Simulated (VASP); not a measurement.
# LiF (Griceite) (Fm-3m) in VASP: further runs

The runs below take LiF (Griceite) through single point, with PBE, r2SCAN.

Program: VASP 6.6.1. These are calculated values, not measurements. Logs are shortened: lines on timing, memory, paths and dates and some standing lists are left out, and cuts for length are marked.

### Step 1. The cell of the first run

The structure is cubic, space group Fm-3m (No. 225). The conventional cell has a = 4.207 Å, b = 4.207 Å, c = 4.207 Å, α = 90.00°, β = 90.00°, γ = 90.00°. Li (site symmetry m-3m) has 6 F at 2.10 Å within 2.8 Å. F (site symmetry m-3m) has 6 Li at 2.10 Å within 2.8 Å.

### Step 2. Single point, PBE (strain +5.5%)

INCAR reads:

```
PREC = Accurate
ENCUT = 520
EDIFF = 1E-6
ISMEAR = -1
SIGMA = 0.02
LREAL = F
LASPH = T
NELM = 60
ALGO = Normal
ISIF = 2
LWAVE = F
LCHARG = F
GGA = PE
NBANDS = 12
```

KPOINTS reads:

```
regular mesh
0
Gamma
  10 10 10
```

POSCAR reads:

```
LiF
1.0
    0.0000000000      2.1035895517      2.1035895517
    2.1035895517      0.0000000000      2.1035895517
    2.1035895517      2.1035895517      0.0000000000
Li F
1 1
Direct
    0.0000000000      0.0000000000      0.0000000000
    0.5000000000      0.5000000000      0.5000000000
```

Potentials or basis: VASP PAW PBE potentials, release 64 (Li_sv, F).

On the command line:

```console
$ cat potpaw_PBE.64/Li_sv/POTCAR potpaw_PBE.64/F/POTCAR > POTCAR
$ mpirun -np 1 vasp_std > vasp.out
```

OUTCAR:

```text
PREC = Accurate
   ENCUT = 520
   EDIFF = 1E-6
   ISMEAR = -1
   LREAL = F
   LASPH = T
   NELM = 60
   ISIF = 2
   GGA = PE

 ion  position               nearest neighbor table
   1  0.000  0.000  0.000-   2 2.10   2 2.10   2 2.10   2 2.10   2 2.10   2 2.10
   2  0.500  0.500  0.500-   1 2.10   1 2.10   1 2.10   1 2.10   1 2.10   1 2.10

  LATTYP: Found a face centered cubic cell.
 ALAT       =     4.2071791034

  Lattice vectors:

 A1 = (   0.0000000000,   2.1035895517,   2.1035895517)
 A2 = (   2.1035895517,   0.0000000000,   2.1035895517)
 A3 = (   2.1035895517,   2.1035895517,   0.0000000000)

Analysis of symmetry for initial positions (statically):
=====================================================================
 Subroutine PRICEL returns:
 Original cell was already a primitive cell.

 Routine SETGRP: Setting up the symmetry group for a
 face centered cubic supercell.

 Subroutine GETGRP returns: Found 48 space group operations
[... 9 lines left out ...]

 Routine SETGRP: Setting up the symmetry group for a
 face centered cubic supercell.

 Subroutine GETGRP returns: Found 48 space group operations
[... 11 lines left out ...]
                                     Primitive cell

  volume of cell :      18.6171

  direct lattice vectors                    reciprocal lattice vectors
     0.000000000  2.103589552  2.103589552    -0.237688954  0.237688954  0.237688954
     2.103589552  0.000000000  2.103589552     0.237688954 -0.237688954  0.237688954
     2.103589552  2.103589552  0.000000000     0.237688954  0.237688954 -0.237688954

  length of vectors
     2.974924874  2.974924874  2.974924874     0.411689345  0.411689345  0.411689345

  position of ions in fractional coordinates (direct lattice)
     0.000000000  0.000000000  0.000000000
     0.500000000  0.500000000  0.500000000

  ion indices of the primitive-cell ions
   primitive index   ion index
                 1           1
                 2           2

----------------------------------------------------------------------------------------

 KPOINTS: regular mesh

Automatic generation of k-mesh.
 Grid dimensions read from file:
 generate k-points for:   10   10   10

 Generating k-lattice:

  Cartesian coordinates                     Fractional coordinates (reciprocal lattice)
    -0.023768895  0.023768895  0.023768895     0.100000000  0.000000000  0.000000000
     0.023768895 -0.023768895  0.023768895     0.000000000  0.100000000  0.000000000
     0.023768895  0.023768895 -0.023768895     0.000000000  0.000000000  0.100000000

  Length of vectors
     0.041168934  0.041168934  0.041168934

  Shift w.r.t. Gamma in fractional coordinates (k-lattice)
     0.000000000  0.000000000  0.000000000

 Subroutine IBZKPT returns following result:
 ===========================================

 Found     47 irreducible k-points:

 Following reciprocal coordinates:
            Coordinates               Weight
  0.000000  0.000000  0.000000      1.000000
  0.100000  0.000000  0.000000      8.000000
  0.200000  0.000000  0.000000      8.000000
  0.300000  0.000000  0.000000      8.000000
  0.400000  0.000000  0.000000      8.000000
  0.500000  0.000000  0.000000      4.000000
[... 16 lines left out ...]
  0.300000  0.300000  0.000000      6.000000
  0.400000  0.300000  0.000000     24.000000
 [... further k-points ...]
   k-points           NKPTS =     47   k-points in BZ     NKDIM =     47   number of bands    NBANDS=     12
   number of dos      NEDOS =    301   number of ions     NIONS =      2
   total plane-waves  NPLWV =  13824
   dimension x,y,z NGX =    24 NGY =   24 NGZ =   24
   dimension x,y,z NGXF=    48 NGYF=   48 NGZF=   48
   ions per type =               1   1
   NGX,Y,Z   is equivalent  to a cutoff of  13.41, 13.41, 13.41 a.u.
   NGXF,Y,Z  is equivalent  to a cutoff of  26.82, 26.82, 26.82 a.u.
 SYSTEM =  unknown system
   PREC   = accura    normal or accurate (medium, high low for compatibility)
   ISTART =      0    job   : 0-new  1-cont  2-samecut
   ICHARG =      2    charge: 1-file 2-atom 10-const
   ISPIN  =      1    spin polarized calculation?
   LNONCOLLINEAR =      F non collinear calculations
   LSORBIT =      F    spin-orbit coupling
   LASPH  =      T    aspherical Exc in radial PAW
   ENCUT  =  520.0 eV  38.22 Ry    6.18 a.u.   5.53  5.53  5.53*2*pi/ulx,y,z
   NELM   =     60;   NELMIN=  2; NELMDL= -5     # of ELM steps
   EDIFF  = 0.1E-05   stopping-criterion for ELM
   LREAL  =      F    real-space projection
   EDIFFG = 0.1E-04   stopping-criterion for IOM
   NSW    =      0    number of steps for IOM
   IBRION =     -1    ionic relax: 0-MD 1-quasi-New 2-CG
   NFREE  =      0    steps in history (QN), initial steepest desc. (CG)
   ISIF   =      2    stress and relaxation
   ISYM   =      2    0-nonsym 1-usesym 2-fastsym
   POTIM  = 0.5000    time-step for ionic-motion
   TEBEG  =    0.0;   TEEND  =   0.0 temperature during run
   PSTRESS=    0.0 pullay stress
   NELECT =      10.0000    total number of electrons
   NUPDOWN=      -1.0000    fix difference up-down
   EMIN   =  10.00;   EMAX   =-10.00  energy-range for DOS
   EFERMI =   0.00;   METHOD = LEGACY
   ISMEAR =    -1;   SIGMA  =   0.02  broadening in eV -4-tet -1-fermi 0-gaus
   EFERMI_NEDOS =   21; number of points for ismear=-14 and -15
   IALGO  =     38    algorithm
   IMIX   =      4    mixing-type and parameters
     AMIX     =   0.40;   BMIX     =  1.00
     AMIX_MAG =   1.60;   BMIX_MAG =  1.00
  volume/ion in A,a.u.               =       9.31        62.82
  Fermi-wavevector in a.u.,A,eV,Ry     =   1.330773  2.514795 24.095313  1.770956
  Thomas-Fermi vector in A             =   2.459834
   LORBIT       =      0    0 simple, 1 ext, 2 COOP (PROOUT), +10 PAW based schemes
   GGA     = PE    functional components
   LHFCALC =     F    Hartree Fock is set to
   AEXX    =    0.0000 exact exchange contribution
   IVDW    =     0    specifies the selected vdW correction
   LEPSILON=     F    determine dielectric tensor
   LRPA    =     F    only Hartree local field effects (RPA)
 non-spin polarized calculation
  energy-cutoff  :      520.00
  volume of cell :       18.62
 maximum number of plane-waves:       531
 NGX is ok and might be reduce to    24
   NGX = 11   NGY = 11   NGZ = 11

 number of electron      10.0000010 magnetization

 Free energy of the ion-electron system (eV)
  ---------------------------------------------------
  ext. energy  EPLUGINS =         0.00000000
  ---------------------------------------------------
  free energy    TOTEN  =        -9.60764284 eV

  energy without entropy =       -9.60764284  energy(sigma->0) =       -9.60764284

 E-fermi :  -1.3208     XC(G=0):  -9.3630

 val. band max:       -1.7406890975   @ k =   0.0000   0.0000   0.0000
 cond. band min:       6.2766426131   @ k =   0.0000   0.0000   0.0000
 fundamental gap:      8.0173317105
 Fermi energy:        -1.3208368873

 k-point     1 :       0.0000    0.0000    0.0000
  band No.  band energies     occupation
      1     -42.9988      2.00000
      2     -21.3859      2.00000
      3      -1.7407      2.00000
      4      -1.7407      2.00000
      5      -1.7407      2.00000
      6       6.2766      0.00000
      7      20.5417      0.00000
      8      20.5417      0.00000
      9      20.5417      0.00000
     10      21.3093      0.00000
     11      21.3093      0.00000
     12      21.3093      0.00000

 k-point     2 :       0.1000    0.0000    0.0000
  band No.  band energies     occupation
      1     -42.9957      2.00000
      2     -21.3546      2.00000
      3      -1.9909      2.00000
      4      -1.7595      2.00000
      5      -1.7595      2.00000
      6       6.5676      0.00000
      7      18.2923      0.00000
      8      19.5219      0.00000
      9      19.5219      0.00000
     10      22.0564      0.00000
     11      22.1885      0.00000
     12      22.1885      0.00000

 k-point     3 :       0.2000    0.0000    0.0000
  band No.  band energies     occupation
      1     -42.9874      2.00000
      2     -21.2723      2.00000
      3      -2.5853      2.00000
      4      -1.8078      2.00000
      5      -1.8078      2.00000
      6       7.2453      0.00000
      7      15.9433      0.00000
      8      18.1898      0.00000
      9      18.1898      0.00000
     10      22.8912      0.00000
     11      23.4434      0.00000
     12      23.4434      0.00000

 k-point     4 :       0.3000    0.0000    0.0000
  band No.  band energies     occupation
      1     -42.9772      2.00000
      2     -21.1673      2.00000
      3      -3.2349      2.00000
      4      -1.8656      2.00000
      5      -1.8656      2.00000
      6       7.9149      0.00000
      7      14.3920      0.00000
      8      17.0795      0.00000
      9      17.0795      0.00000
     10      24.0713      0.00000
     11      24.9328      0.00000
     12      24.9329      0.00000

 k-point     5 :       0.4000    0.0000    0.0000
  band No.  band energies     occupation
      1     -42.9688      2.00000
      2     -21.0793      2.00000
      3      -3.7136      2.00000
      4      -1.9110      2.00000
      5      -1.9110      2.00000
      6       8.2815      0.00000
      7      13.6782      0.00000
      8      16.3624      0.00000
      9      16.3624      0.00000
     10      25.4566      0.00000
     11      26.3913      0.00000
     12      26.3913      0.00000
[... 228 lines left out ...]
      1     -42.9662      2.00000
      2     -21.0321      2.00000
      3      -3.4432      2.00000
      4      -2.6858      2.00000
      5      -1.9398      2.00000
      6       9.2751      0.00000
      7      13.1306      0.00000
      8      16.1811      0.00000
      9      16.5305      0.00000
     10      25.1629      0.00000
     11      25.6430      0.00000
     12      25.6648      0.00000

 k-point    22 :      -0.2000    0.2000    0.0000
  band No.  band energies     occupation
      1     -42.9739      2.00000
      2     -21.1230      2.00000
      3      -3.1200      2.00000
      4      -2.4465      2.00000
      5      -1.8305      2.00000
      6       8.5266      0.00000
      7      13.9751      0.00000
      8      16.6100      0.00000
      9      17.0723      0.00000
     10      24.0077      0.00000
     11      24.0698      0.00000
     12      26.3164      0.00000

 k-point    23 :       0.3000    0.3000    0.0000
  band No.  band energies     occupation
      1     -42.9709      2.00000
      2     -21.0658      2.00000
      3      -3.3501      2.00000
      4      -2.2845      2.00000
      5      -2.2845      2.00000
      6       9.3463      0.00000
      7      15.4395      0.00000
      8      15.9919      0.00000
      9      17.2586      0.00000
     10      17.2586      0.00000
     11      29.7881      0.00000
     12      30.7260      0.00000

 k-point    24 :       0.4000    0.3000    0.0000
  band No.  band energies     occupation
      1     -42.9646      2.00000
      2     -20.9838      2.00000
      3      -3.6850      2.00000
      4      -2.4582      2.00000
      5      -2.3657      2.00000
      6      10.1763      0.00000
      7      14.2268      0.00000
      8      15.4500      0.00000
      9      17.0163      0.00000
     10      18.0847      0.00000
     11      29.3076      0.00000
     12      30.9112      0.00000

 [... further k-points ...]
[... 5 lines left out ...]
  --------------------------------------------------------------------------------------
  -------------------------------------------------------------------------------------
  Total       -0.6926332     -0.6926332     -0.6926332      0.0000000      0.0000000      0.0000000
  in kB      -59.6074970    -59.6074970    -59.6074970      0.0000000      0.0000000      0.0000000
  external PRESSURE =     -59.6074970 kB  Pullay stress =       0.0000000 kB

 VOLUME and BASIS-vectors are now :
 -----------------------------------------------------------------------------
  energy-cutoff  :      520.00
  volume of cell :       18.62
      direct lattice vectors                 reciprocal lattice vectors
     0.000000000  2.103589552  2.103589552    -0.237688954  0.237688954  0.237688954
     2.103589552  0.000000000  2.103589552     0.237688954 -0.237688954  0.237688954
     2.103589552  2.103589552  0.000000000     0.237688954  0.237688954 -0.237688954

 POSITION                                       TOTAL-FORCE (eV/Angst)
 -----------------------------------------------------------------------------------
      0.00000      0.00000      0.00000         0.000000     -0.000000      0.000000
      2.10359      2.10359      2.10359        -0.000000      0.000000     -0.000000
 -----------------------------------------------------------------------------------
    total drift:                               -0.000000     -0.000000      0.000000

  FREE ENERGIE OF THE ION-ELECTRON SYSTEM (eV)
  ---------------------------------------------------
  free  energy   TOTEN  =        -9.6076428437 eV

  energy  without entropy=       -9.6076428437  energy(sigma->0) =       -9.60764284
```

Wall time 5.6 s (1 thread of AMD EPYC 9R45 (Zen 5), shared host); peak memory 0.1 GiB.

What came out:

| Property | Result |
| --- | --- |
| Free energy | -9.6076 eV |
| Band gap on the k mesh | 8.02 eV, direct |

Caveat: the cell differs from its parent crystal (strain +5.5%); the cutoff is under 1.25 times the usual one of these potentials, so pressure, stress and relaxed cells hold a basis-set (Pulay) error. A k mesh can miss the band edges.

### Step 3. Single point, r2SCAN (strain +5.5%)

POSCAR is that of step 2.

INCAR.step1 reads:

```
PREC = Accurate
ENCUT = 520
ISMEAR = 0
SIGMA = 0.01
LREAL = False
LASPH = True
NELM = 60
NBANDS = 12
GGA = PE
ALGO = Normal
EDIFF = 1E-4
LWAVE = True
LCHARG = False
```

INCAR.step2 reads:

```
PREC = Accurate
ENCUT = 520
EDIFF = 1E-6
ISMEAR = 0
SIGMA = 0.01
LREAL = False
LASPH = True
NELM = 60
ALGO = Normal
ISIF = 2
LWAVE = False
LCHARG = True
METAGGA = R2SCAN
LMIXTAU = True
LELF = True
LVHAR = True
NBANDS = 12
ISTART = 1
```

KPOINTS is that of step 2.

Potentials or basis: VASP PAW PBE potentials, release 64 (Li_sv, F).

On the command line:

```console
$ cat potpaw_PBE.64/Li_sv/POTCAR potpaw_PBE.64/F/POTCAR > POTCAR
$ cp INCAR.step1 INCAR
$ mpirun -np 1 vasp_std > vasp.out
$ cp INCAR.step2 INCAR
$ mpirun -np 1 vasp_std > vasp.out
```

Wall time 31 s (1 thread of AMD EPYC 9R45 (Zen 5), shared host); peak memory 0.11 GiB.

Results (log left out):

* Free energy: -11.8085 eV
* Band gap on the k mesh: 9.08 eV, direct

Levels at points of the mesh, in eV from the valence-band top:
```csv
k point,band 2,band 3,band 4,band 5,band 6,band 7,band 8,band 9
"(0.00, 0.00, 0.00)",-20.77,0.00,0.00,0.00,9.08,24.19,24.19,24.19
"(0.50, 0.00, 0.00)",-20.45,-2.13,-0.20,-0.20,11.12,16.54,19.32,19.32
"(0.50, 0.50, 0.00)",-20.27,-2.48,-0.83,-0.83,14.80,16.78,17.42,20.31
```

Caveat: the cell differs from its parent crystal (strain +5.5%); the cutoff is under 1.25 times the usual one of these potentials, so pressure, stress and relaxed cells hold a basis-set (Pulay) error; the PAW data sets were made with another functional, which shifts forces and pressure a little. A k mesh can miss the band edges.
